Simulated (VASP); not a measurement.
HfN, 2 atoms in the cell. The structure is cubic, space group Fm-3m (No. 225). The conventional cell has a = 4.531 Å, b = 4.531 Å, c = 4.531 Å, α = 90.00°, β = 90.00°, γ = 90.00°. Hf (site symmetry m-3m) has 6 N at 2.27 Å within 3.0 Å. N (site symmetry m-3m) has 6 Hf at 2.27 Å within 3.0 Å.  This cell differs from its parent crystal: volume scaled by 1.04.

```yaml
Program: VASP 6.6.1
Task: single point
Functional: PBEsol
Dispersion: D3(BJ)
Potentials_or_basis: VASP PAW PBE potentials, release 64 (Hf_pv, N)
Cutoff: 520 eV
k_mesh: 10 × 10 × 10
Occupations: gaussian, width 0.05 eV
Spin: no spin polarisation
Dipole_correction: no
Further_INCAR_settings: ALGO = Normal; EDIFF = 1e-07; NBANDS = 14
```

Potentials or basis: VASP PAW PBE potentials, release 64 (Hf_pv, N).

Run with:

```bash
$ cat potpaw_PBE.64/Hf_pv/POTCAR potpaw_PBE.64/N/POTCAR > POTCAR
$ mpirun -np 1 vasp_std > vasp.out
```

Hardware: 1 thread of Intel Xeon 8259CL, with other jobs on the host.

Task: How long does it take, and how much memory?

Result: It took 22 s on 1 thread of Intel Xeon 8259CL, on a shared host, peak memory 0.16 GiB. Counts: scf iterations 14, k points 47.
